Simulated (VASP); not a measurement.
Pt, 2 atoms in the cell. Symmetry: P6_3/mmc, No. 194, hexagonal system. The conventional cell has a = 2.761 Å, b = 2.761 Å, c = 4.792 Å, α = 90.00°, β = 90.00°, γ = 120.00°. Pt (site symmetry -6m2) has 12 Pt at 2.76 to 2.88 Å within 3.6 Å. This isn't the form of Pt at room conditions, which is fcc.

- Program: VASP 6.6.1
- Task: single point
- Functional: PBE
- Potentials or basis: VASP PAW PBE potentials, release 64 (Pt)
- Cutoff: 520 eV
- k mesh: 12 × 12 × 6
- Occupations: fermi-dirac, width 0.03 eV
- Spin: no spin polarisation
- Dipole correction: no
- k mesh for the DOS: 18 × 18 × 9
- Occupations for the DOS: tetrahedron
- Further INCAR settings: ALGO = Normal; EDIFF = 1e-06

Potentials or basis: VASP PAW PBE potentials, release 64 (Pt).

Run with:

```sh
$ cat potpaw_PBE.64/Pt/POTCAR > POTCAR
$ cp INCAR.step1 INCAR
$ cp KPOINTS.step1 KPOINTS
$ mpirun -np 1 vasp_std > vasp.out
$ cp INCAR.step2 INCAR
$ cp KPOINTS.step2 KPOINTS
$ mpirun -np 1 vasp_std > vasp.out
```

Hardware: 1 thread of Intel(R) Xeon(R) Platinum 8488C (Sapphire Rapids), with other jobs on the host.

Task: How long does it take, and how much memory?

Result: Run time: 38 s on 1 thread of Intel(R) Xeon(R) Platinum 8488C (Sapphire Rapids), with other jobs on the host, peak memory 0.2 GiB. Counts: k points 185.
